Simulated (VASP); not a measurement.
# HfC (zincblende type) (F-43m) in VASP: notebook

Runs on HfC (zincblende type). Level: PBE. Tasks: electric field gradients, density of states.

All numbers are computed with VASP 6.6.1; they aren't measurements. Logs are shortened: lines on timing, memory, paths and dates and some standing lists are left out, and cuts for length are marked.

## Step 1: The cell of the first run

It takes space group F-43m (No. 216, cubic). The conventional cell has a = 5.044 Å, b = 5.044 Å, c = 5.044 Å, α = 90.00°, β = 90.00°, γ = 90.00°. Hf (site symmetry -43m) has 4 C at 2.18 Å within 2.9 Å. C (site symmetry -43m) has 4 Hf at 2.18 Å within 2.9 Å.

## Step 2: Electric field gradients, PBE

The input, INCAR:

```
PREC = Accurate ; ENCUT = 520
EDIFF = 1E-8 ; ISMEAR = -1
SIGMA = 0.08 ; LREAL = False
LASPH = True ; NELM = 80
ALGO = Normal ; ISIF = 2
LWAVE = False ; LCHARG = False
GGA = PE ; LEFG = True
NBANDS = 14
```

The input, KPOINTS:

```
regular mesh
0
Gamma
  11 11 11
```

The input, POSCAR:

```
HfC
1.0
    0.0000000000      2.5220204587      2.5220204587
    2.5220204587      0.0000000000      2.5220204587
    2.5220204587      2.5220204587      0.0000000000
Hf C
1 1
Direct
    0.0000000000      0.0000000000      0.0000000000
    0.2500000000      0.2500000000      0.2500000000
```

Potentials or basis: VASP PAW PBE potentials, release 64 (Hf_pv, C).

Run with:

```console
$ cat potpaw_PBE.64/Hf_pv/POTCAR potpaw_PBE.64/C/POTCAR > POTCAR
$ mpirun -np 1 vasp_std > vasp.out
```

OUTCAR:

```text
PREC = Accurate
   ENCUT = 520
   EDIFF = 1E-8
   ISMEAR = -1
   LREAL = False
   LASPH = True
   NELM = 80
   ISIF = 2
   GGA = PE

 ion  position               nearest neighbor table
   1  0.000  0.000  0.000-   2 2.18   2 2.18   2 2.18   2 2.18
   2  0.250  0.250  0.250-   1 2.18   1 2.18   1 2.18   1 2.18

  LATTYP: Found a face centered cubic cell.
 ALAT       =     5.0440409174

  Lattice vectors:

 A1 = (   0.0000000000,   2.5220204587,   2.5220204587)
 A2 = (   2.5220204587,   0.0000000000,   2.5220204587)
 A3 = (   2.5220204587,   2.5220204587,   0.0000000000)

Analysis of symmetry for initial positions (statically):
=====================================================================
 Subroutine PRICEL returns:
 Original cell was already a primitive cell.

 Routine SETGRP: Setting up the symmetry group for a
 face centered cubic supercell.

 Subroutine GETGRP returns: Found 24 space group operations
 (whereof 24 operations were pure point group operations)
 out of a pool of 48 trial point group operations.

The static configuration has the point symmetry T_d .

Analysis of symmetry for dynamics (positions and initial velocities):
=====================================================================
 Subroutine PRICEL returns:
 Original cell was already a primitive cell.

 Routine SETGRP: Setting up the symmetry group for a
 face centered cubic supercell.

 Subroutine GETGRP returns: Found 24 space group operations
 (whereof 24 operations were pure point group operations)
 out of a pool of 48 trial point group operations.

The dynamic configuration has the point symmetry T_d .

 Subroutine INISYM returns: Found 24 space group operations
 (whereof 24 operations are pure point group operations),
 and found     1 'primitive' translations

----------------------------------------------------------------------------------------

                                     Primitive cell

  volume of cell :      32.0831

  direct lattice vectors                    reciprocal lattice vectors
     0.000000000  2.522020459  2.522020459    -0.198253745  0.198253745  0.198253745
     2.522020459  0.000000000  2.522020459     0.198253745 -0.198253745  0.198253745
     2.522020459  2.522020459  0.000000000     0.198253745  0.198253745 -0.198253745

  length of vectors
[... 133 lines left out ...]
 fundamental gap:      0.5114376835
 Fermi energy:         3.8305343885

 k-point     1 :       0.0000    0.0000    0.0000
  band No.  band energies     occupation
      1     -25.9968      2.00000
      2     -25.9968      2.00000
      3     -25.9968      2.00000
      4      -6.9693      2.00000
      5       1.4045      2.00000
      6       1.4045      2.00000
      7       1.4045      2.00000
      8       6.9016      0.00000
      9       7.2576      0.00000
     10       7.2576      0.00000
     11      12.7748      0.00000
     12      12.7748      0.00000
     13      12.7748      0.00000
     14      17.3834      0.00000
[... 377 lines left out ...]
      1     -26.1733      2.00000
      2     -26.0707      2.00000
      3     -26.0209      2.00000
      4      -5.8419      2.00000
      5       0.5088      2.00000
      6       1.7828      2.00000
      7       1.9583      2.00000
      8       6.3024      0.00000
      9       7.5437      0.00000
     10       8.8023      0.00000
     11      11.4857      0.00000
     12      12.3714      0.00000
     13      13.3803      0.00000
     14      14.2002      0.00000

 [... further k-points ...]

------------------------ aborting loop because EDIFF is reached ----------------------------------------

  FORCE on cell =-STRESS in cart. coord.  units (eV):
  Direction    XX          YY          ZZ          XY          YZ          ZX
  --------------------------------------------------------------------------------------
  -------------------------------------------------------------------------------------
  Total       -0.0740099     -0.0740099     -0.0740099     -0.0000000     -0.0000000      0.0000000
  in kB       -3.6959392     -3.6959392     -3.6959392     -0.0000000     -0.0000000      0.0000000
  external PRESSURE =      -3.6959392 kB  Pullay stress =       0.0000000 kB

 VOLUME and BASIS-vectors are now :
 -----------------------------------------------------------------------------
  energy-cutoff  :      520.00
  volume of cell :       32.08
      direct lattice vectors                 reciprocal lattice vectors
     0.000000000  2.522020459  2.522020459    -0.198253745  0.198253745  0.198253745
     2.522020459  0.000000000  2.522020459     0.198253745 -0.198253745  0.198253745
     2.522020459  2.522020459  0.000000000     0.198253745  0.198253745 -0.198253745

 POSITION                                       TOTAL-FORCE (eV/Angst)
 -----------------------------------------------------------------------------------
      0.00000      0.00000      0.00000         0.000000     -0.000000     -0.000000
      1.26101      1.26101      1.26101         0.000000      0.000000      0.000000
 -----------------------------------------------------------------------------------
    total drift:                                0.000000      0.000000      0.000000

  FREE ENERGIE OF THE ION-ELECTRON SYSTEM (eV)
  ---------------------------------------------------
  free  energy   TOTEN  =       -19.7573674468 eV

  energy  without entropy=      -19.7537122158  energy(sigma->0) =      -19.75553983

 Electric field gradients (V/A^2)
---------------------------------------------------------------------
 ion       V_xx      V_yy      V_zz      V_xy      V_xz      V_yz
---------------------------------------------------------------------
   1      -0.000     0.000     0.000     0.000     0.000     0.000
   2      -0.000     0.000    -0.000     0.000     0.000     0.000
---------------------------------------------------------------------

 Electric field gradients after diagonalization (V/A^2)
 (convention: |V_zz| > |V_xx| > |V_yy|)
----------------------------------------------------------------------
 ion       V_xx      V_yy      V_zz     asymmetry (V_yy - V_xx)/ V_zz
----------------------------------------------------------------------
   1      -0.000    -0.000     0.001       0.000
   2      -0.000    -0.000     0.000       0.000
----------------------------------------------------------------------

           NMR quadrupolar parameters

 Cq : quadrupolar parameter    Cq=e*Q*V_zz/h
 eta: asymmetry parameters     (V_yy - V_xx)/ V_zz
 Q  : nuclear electric quadrupole moment in mb (millibarn)
----------------------------------------------------------------------
 ion       Cq(MHz)       eta       Q (mb)
----------------------------------------------------------------------
   1       0.000       0.000       1.000
   2       0.000       0.000       1.000
----------------------------------------------------------------------
```

It took 17 s on 1 thread of AMD EPYC 9R45 (Zen 5), shared host; peak memory 0.14 GiB.

Results:

| Item | Value |
| --- | --- |
| Free energy | -19.7574 eV |
| Pressure | -0.4 GPa |
| Band gap on the k mesh | 0.51 eV, indirect (least direct gap 0.53 eV) |

Caveat: without QUAD_EFG the Cq values of the log hold for a quadrupole moment of 1 mb, not for the nuclei; spin-orbit coupling is left out, which moves the levels of the heavy elements.

## Step 3: Electric field gradients, PBE (volume scaled by 1.03)

The input, INCAR:

```
PREC     = Accurate       # precision mode
ENCUT    = 520            # plane-wave cutoff, eV
EDIFF    = 1E-8           # SCF threshold, eV
ISMEAR   = -1             # smearing method
SIGMA    = 0.08           # smearing width, eV
LREAL    = F              # projectors in reciprocal space
LASPH    = T              # aspherical terms in the spheres
NELM     = 60             # most SCF steps
ALGO     = Normal         # electronic algorithm
ISIF     = 2              # what is computed and relaxed
LWAVE    = F              # write WAVECAR
LCHARG   = F              # write CHGCAR
GGA      = PE             # functional
LEFG     = T            
NBANDS   = 14             # bands
```

The input, KPOINTS:

```
Automatic mesh
0
Gamma
  11 11 11
```

The input, POSCAR:

```
HfC
1.0
    0.0000000000      2.5469925823      2.5469925823
    2.5469925823      0.0000000000      2.5469925823
    2.5469925823      2.5469925823      0.0000000000
Hf C
1 1
Direct
    0.0000000000      0.0000000000      0.0000000000
    0.2500000000      0.2500000000      0.2500000000
```

Potentials or basis: VASP PAW PBE potentials, release 64 (Hf_pv, C).

Run with:

```console
$ cat potpaw_PBE.64/Hf_pv/POTCAR potpaw_PBE.64/C/POTCAR > POTCAR
$ mpirun -np 1 vasp_std > vasp.out
```

OUTCAR:

```text
PREC = Accurate
   ENCUT = 520
   EDIFF = 1E-8
   ISMEAR = -1
   LREAL = F
   LASPH = T
   NELM = 60
   ISIF = 2
   GGA = PE

 ion  position               nearest neighbor table
   1  0.000  0.000  0.000-   2 2.21   2 2.21   2 2.21   2 2.21
   2  0.250  0.250  0.250-   1 2.21   1 2.21   1 2.21   1 2.21

  LATTYP: Found a face centered cubic cell.
 ALAT       =     5.0939851646

  Lattice vectors:

 A1 = (   0.0000000000,   2.5469925823,   2.5469925823)
 A2 = (   2.5469925823,   0.0000000000,   2.5469925823)
 A3 = (   2.5469925823,   2.5469925823,   0.0000000000)

[... 618 lines left out ...]
  free  energy   TOTEN  =       -19.7417743802 eV

  energy  without entropy=      -19.7386085323  energy(sigma->0) =      -19.74019146

 Electric field gradients (V/A^2)
---------------------------------------------------------------------
 ion       V_xx      V_yy      V_zz      V_xy      V_xz      V_yz
---------------------------------------------------------------------
   1      -0.000     0.000    -0.000     0.000     0.000     0.000
   2      -0.000    -0.000    -0.000     0.000     0.000     0.000
---------------------------------------------------------------------

 Electric field gradients after diagonalization (V/A^2)
 (convention: |V_zz| > |V_xx| > |V_yy|)
----------------------------------------------------------------------
 ion       V_xx      V_yy      V_zz     asymmetry (V_yy - V_xx)/ V_zz
----------------------------------------------------------------------
   1      -0.000    -0.000     0.000       0.000
   2      -0.000    -0.000     0.000       0.000
----------------------------------------------------------------------

           NMR quadrupolar parameters

 Cq : quadrupolar parameter    Cq=e*Q*V_zz/h
 eta: asymmetry parameters     (V_yy - V_xx)/ V_zz
 Q  : nuclear electric quadrupole moment in mb (millibarn)
----------------------------------------------------------------------
 ion       Cq(MHz)       eta       Q (mb)
----------------------------------------------------------------------
   1       0.000       0.000       1.000
   2       0.000       0.000       1.000
----------------------------------------------------------------------
```

OSZICAR:

```text
N       E                     dE             d eps       ncg     rms          rms(c)
DAV:   1     0.291619833420E+02    0.29162E+02   -0.71759E+03  1568   0.917E+02
DAV:   2    -0.220263108618E+02   -0.51188E+02   -0.47130E+02  2104   0.200E+02
DAV:   3    -0.241772808318E+02   -0.21510E+01   -0.21424E+01  1850   0.309E+01
DAV:   4    -0.241932089859E+02   -0.15928E-01   -0.15927E-01  1832   0.335E+00
DAV:   5    -0.241933886263E+02   -0.17964E-03   -0.17964E-03  1904   0.314E-01    0.483E+01
DAV:   6    -0.197656659804E+02    0.44277E+01   -0.15179E+01  1676   0.211E+01    0.336E+01
DAV:   7    -0.197538973944E+02    0.11769E-01   -0.76039E-01  1736   0.587E+00    0.228E+01
DAV:   8    -0.197517534569E+02    0.21439E-02   -0.89074E-02  1868   0.226E+00    0.830E+00
DAV:   9    -0.197417478066E+02    0.10006E-01   -0.25870E-02  1700   0.935E-01    0.109E+00
DAV:  10    -0.197417490026E+02   -0.11960E-05   -0.10786E-03  2114   0.241E-01    0.295E-01
DAV:  11    -0.197417742730E+02   -0.25270E-04   -0.71240E-05  1652   0.691E-02    0.194E-02
DAV:  12    -0.197417749062E+02   -0.63323E-06   -0.68549E-06  1814   0.213E-02    0.612E-02
DAV:  13    -0.197417742782E+02    0.62801E-06   -0.57515E-07  2006   0.610E-03    0.518E-03
DAV:  14    -0.197417743610E+02   -0.82774E-07   -0.28741E-08  1808   0.140E-03    0.166E-03
DAV:  15    -0.197417743825E+02   -0.21519E-07   -0.59390E-09  1066   0.601E-04    0.296E-04
DAV:  16    -0.197417743802E+02    0.22335E-08   -0.64907E-10   880   0.227E-04
   1 F= -.19741774E+02 E0= -.19740191E+02  d E =-.316585E-02
```

Run time: 17 s. Hardware: 1 thread of AMD EPYC 9R45 (Zen 5), shared host; peak memory 0.14 GiB.

What came out:

- Free energy: -19.7418 eV
- Pressure: -4.8 GPa
- Band gap on the k mesh: 0.55 eV, indirect (least direct gap 0.57 eV)

Caveat: without QUAD_EFG the Cq values of the log hold for a quadrupole moment of 1 mb, not for the nuclei; spin-orbit coupling is left out, which moves the levels of the heavy elements. A k mesh can miss the band edges.

## Step 4: Electric field gradients, PBE (volume scaled by 1.06)

The input, INCAR:

```
ALGO     = Normal         # electronic algorithm
EDIFF    = 1E-8           # SCF threshold, eV
ENCUT    = 520            # plane-wave cutoff, eV
GGA      = PE             # functional
ISIF     = 2              # what is computed and relaxed
ISMEAR   = -1             # smearing method
LASPH    = True           # aspherical terms in the spheres
LCHARG   = False          # write CHGCAR
LEFG     = True         
LREAL    = False          # projectors in reciprocal space
LWAVE    = False          # write WAVECAR
NBANDS   = 14             # bands
NELM     = 100            # most SCF steps
PREC     = Accurate       # precision mode
SIGMA    = 0.08           # smearing width, eV
```

The input, KPOINTS:

```
k-points
0
Gamma
  11 11 11
```

The input, POSCAR:

```
HfC
1.0
    0.0000000000      2.5714843981      2.5714843981
    2.5714843981      0.0000000000      2.5714843981
    2.5714843981      2.5714843981      0.0000000000
Hf C
1 1
Direct
    0.0000000000      0.0000000000      0.0000000000
    0.2500000000      0.2500000000      0.2500000000
```

Potentials or basis: VASP PAW PBE potentials, release 64 (Hf_pv, C).

Run with:

```console
$ cat potpaw_PBE.64/Hf_pv/POTCAR potpaw_PBE.64/C/POTCAR > POTCAR
$ mpirun -np 1 vasp_std > vasp.out
```

OUTCAR:

```text
EDIFF = 1E-8
   ENCUT = 520
   GGA = PE
   ISIF = 2
   ISMEAR = -1
   LASPH = True
   LREAL = False
   NELM = 100
   PREC = Accurate

 ion  position               nearest neighbor table
   1  0.000  0.000  0.000-   2 2.23   2 2.23   2 2.23   2 2.23
   2  0.250  0.250  0.250-   1 2.23   1 2.23   1 2.23   1 2.23

  LATTYP: Found a face centered cubic cell.
 ALAT       =     5.1429687962

  Lattice vectors:

 A1 = (   0.0000000000,   2.5714843981,   2.5714843981)
 A2 = (   2.5714843981,   0.0000000000,   2.5714843981)
 A3 = (   2.5714843981,   2.5714843981,   0.0000000000)

Analysis of symmetry for initial positions (statically):
=====================================================================
 Subroutine PRICEL returns:
 Original cell was already a primitive cell.

 Routine SETGRP: Setting up the symmetry group for a
 face centered cubic supercell.

 Subroutine GETGRP returns: Found 24 space group operations
 (whereof 24 operations were pure point group operations)
 out of a pool of 48 trial point group operations.

The static configuration has the point symmetry T_d .

Analysis of symmetry for dynamics (positions and initial velocities):
=====================================================================
 Subroutine PRICEL returns:
 Original cell was already a primitive cell.

 Routine SETGRP: Setting up the symmetry group for a
 face centered cubic supercell.

 Subroutine GETGRP returns: Found 24 space group operations
 (whereof 24 operations were pure point group operations)
 out of a pool of 48 trial point group operations.

The dynamic configuration has the point symmetry T_d .

[... 163 lines left out ...]
     10       6.7162      0.00000
     11      12.0019      0.00000
     12      12.0019      0.00000
     13      12.0019      0.00000
     14      16.7225      0.00000
[... 377 lines left out ...]
      1     -26.7431      2.00000
      2     -26.6631      2.00000
      3     -26.6241      2.00000
      4      -6.0739      2.00000
      5       0.2836      2.00000
      6       1.5334      2.00000
      7       1.7108      2.00000
      8       5.8477      0.00000
      9       6.9896      0.00000
     10       8.1994      0.00000
     11      10.5709      0.00000
     12      11.4800      0.00000
     13      12.4091      0.00000
     14      13.4717      0.00000

 [... further k-points ...]
[... 5 lines left out ...]
  --------------------------------------------------------------------------------------
  -------------------------------------------------------------------------------------
  Total       -1.8267717     -1.8267717     -1.8267717     -0.0000000      0.0000000      0.0000000
  in kB      -86.0623466    -86.0623466    -86.0623466     -0.0000000      0.0000000      0.0000000
  external PRESSURE =     -86.0623466 kB  Pullay stress =       0.0000000 kB

 VOLUME and BASIS-vectors are now :
 -----------------------------------------------------------------------------
  energy-cutoff  :      520.00
  volume of cell :       34.01
      direct lattice vectors                 reciprocal lattice vectors
     0.000000000  2.571484398  2.571484398    -0.194440223  0.194440223  0.194440223
     2.571484398  0.000000000  2.571484398     0.194440223 -0.194440223  0.194440223
     2.571484398  2.571484398  0.000000000     0.194440223  0.194440223 -0.194440223

 POSITION                                       TOTAL-FORCE (eV/Angst)
 -----------------------------------------------------------------------------------
      0.00000      0.00000      0.00000        -0.000000     -0.000000     -0.000000
      1.28574      1.28574      1.28574         0.000000      0.000000      0.000000
 -----------------------------------------------------------------------------------
    total drift:                                0.000000      0.000000      0.000000

  FREE ENERGIE OF THE ION-ELECTRON SYSTEM (eV)
  ---------------------------------------------------
  free  energy   TOTEN  =       -19.7014673364 eV

  energy  without entropy=      -19.6986923905  energy(sigma->0) =      -19.70007986

 Electric field gradients (V/A^2)
---------------------------------------------------------------------
 ion       V_xx      V_yy      V_zz      V_xy      V_xz      V_yz
---------------------------------------------------------------------
   1      -0.000     0.000     0.000    -0.000    -0.000    -0.000
   2      -0.000    -0.000    -0.000     0.000     0.000     0.000
---------------------------------------------------------------------

 Electric field gradients after diagonalization (V/A^2)
 (convention: |V_zz| > |V_xx| > |V_yy|)
----------------------------------------------------------------------
 ion       V_xx      V_yy      V_zz     asymmetry (V_yy - V_xx)/ V_zz
----------------------------------------------------------------------
   1       0.000     0.000    -0.000       0.000
   2      -0.000    -0.000     0.001       0.000
----------------------------------------------------------------------

           NMR quadrupolar parameters

 Cq : quadrupolar parameter    Cq=e*Q*V_zz/h
 eta: asymmetry parameters     (V_yy - V_xx)/ V_zz
 Q  : nuclear electric quadrupole moment in mb (millibarn)
----------------------------------------------------------------------
 ion       Cq(MHz)       eta       Q (mb)
----------------------------------------------------------------------
   1      -0.000       0.000       1.000
   2       0.000       0.000       1.000
----------------------------------------------------------------------
```

Run time: 18 s. Hardware: 1 thread of AMD EPYC 9R45 (Zen 5), shared host; peak memory 0.14 GiB.

What came out:

| Property | Result |
| --- | --- |
| Free energy | -19.7015 eV |
| Pressure | -8.6 GPa |
| Band gap on the k mesh | 0.58 eV, indirect (least direct gap 0.61 eV) |

Caveat: without QUAD_EFG the Cq values of the log hold for a quadrupole moment of 1 mb, not for the nuclei; spin-orbit coupling is left out, which moves the levels of the heavy elements. A k mesh can miss the band edges.

(Continued in part 2 of 2.)
